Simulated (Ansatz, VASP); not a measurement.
One calculation of AgI, two programs

File INCAR:

```
SYSTEM = AgI
  PREC = Accurate
  ENCUT = 500
  EDIFF = 1E-6
  ISMEAR = 0
  SIGMA = 0.05
  LREAL = .False.
  LASPH = .True.
  NELM = 120
  ALGO = Normal
  ISIF = 2
  LWAVE = .False.
  LCHARG = .False.
  GGA = CA
  NBANDS = 16
  GGA_COMPAT = .False.
```

File KPOINTS:

```
regular mesh
0
Gamma
  8 8 8
  0 0 0
```

File POSCAR:

```
AgI
1.0
    0.0000000000      3.1394050000      3.1394050000
    3.1394050000      0.0000000000      3.1394050000
    3.1394050000      3.1394050000      0.0000000000
Ag I
1 1
Direct
    0.0000000000      0.0000000000      0.0000000000
    0.7500000000      0.7500000000      0.7500000000
```

Input for Ansatz:

```yaml
crystal:
  lattice:
    - [0.0, 3.139405, 3.139405]
    - [3.139405, 0.0, 3.139405]
    - [3.139405, 3.139405, 0.0]
  atoms:
    - { symbol: Ag, position: [0.0, 0.0, 0.0] }
    - { symbol: I, position: [0.75, 0.75, 0.75] }
basis:
  ecutwfc: 420
kpoints:
  mp_grid: { grid: [8, 8, 8] }
hamiltonian:
  xc: lda
scf:
  occupations: { method: gaussian, width: 0.05 }
output:
  forces: true
  stress: true
  eigenvalues: true
```

Change from the starting cell: strain -0.030 along x and y, -0.030 along z, atoms carried along.

Alike in both runs: task single point; functional LDA; k mesh 8 × 8 × 8; occupations gaussian, width 0.05 eV; no spin polarisation.

|  | VASP | Ansatz |
| --- | --- | --- |
| version | VASP 6.6.1 | Ansatz 0.2.0 |
| potentials or method | VASP PAW LDA potentials, release 64 (Ag, I), cutoff 500 eV | scalar-relativistic, plane waves, PAW |
| valence electrons in the cell | 18 | 36 |

VASP gave:

| Property | Result |
| --- | --- |
| gap on the k mesh at the Fermi level (eV) | 1.10 |
| least direct gap on the mesh (eV) | 1.10 |
| pressure (GPa) | 1.5 |

Task: What did Ansatz give for the same quantities?

Result: gap on the k mesh at the Fermi level (eV): 1.06; least direct gap on the mesh (eV): 1.06; pressure (GPa): 1.5.

LDA's correlation is that of Perdew and Zunger in VASP and of Perdew and Wang (1992) in Ansatz. VASP's potentials hold 18 valence electrons a cell and Ansatz's 36, so a difference there can come from the potentials and not from the codes.

Spin-orbit coupling is off throughout.
